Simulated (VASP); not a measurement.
A run of VASP 6.6.1:

INCAR

```
SYSTEM = BaTiO3
PREC = Accurate
ENCUT = 520
EDIFF = 1E-7
ISMEAR = -1
SIGMA = 0.02
LREAL = .False.
LASPH = .True.
NELM = 100
ALGO = Normal
ISIF = 2
LWAVE = .False.
LCHARG = .False.
GGA = PE
IBRION = 2
NSW = 80
EDIFFG = -0.02
```

Contents of KPOINTS:

```
Automatic mesh
0
Gamma
  8 8 8
  0 0 0
```

The input POSCAR:

```
BaTiO3
1.0
    3.9998000000      0.0000000000      0.0000000000
    0.0000000000      3.9998000000      0.0000000000
    0.0000000000      0.0000000000      3.9778200000
Ba Ti O
1 1 3
Direct
    0.0000000000      0.0000000000     -0.0029689668
    0.5000000000      0.5000000000      0.4826505826
    0.5000000000      0.5000000000      0.0222697536
    0.5000000000      0.0000000000      0.5130243154
    0.0000000000      0.5000000000      0.5130243154
```

Potentials or basis: VASP PAW PBE potentials, release 64 (Ba_sv, Ti_sv, O).

Launch:

```sh
$ cat potpaw_PBE.64/Ba_sv/POTCAR potpaw_PBE.64/Ti_sv/POTCAR potpaw_PBE.64/O/POTCAR > POTCAR
$ mpirun -np 1 vasp_std > vasp.out
```

Hardware: 1 thread of Intel(R) Xeon(R) Platinum 8488C (Sapphire Rapids) (shared host).

How long does it take, and how much memory?

Wall time 5.5 min on 1 thread of Intel(R) Xeon(R) Platinum 8488C (Sapphire Rapids) (shared host), peak memory 0.26 GiB. Counts: scf iterations 52, k points 75, ion steps 6.
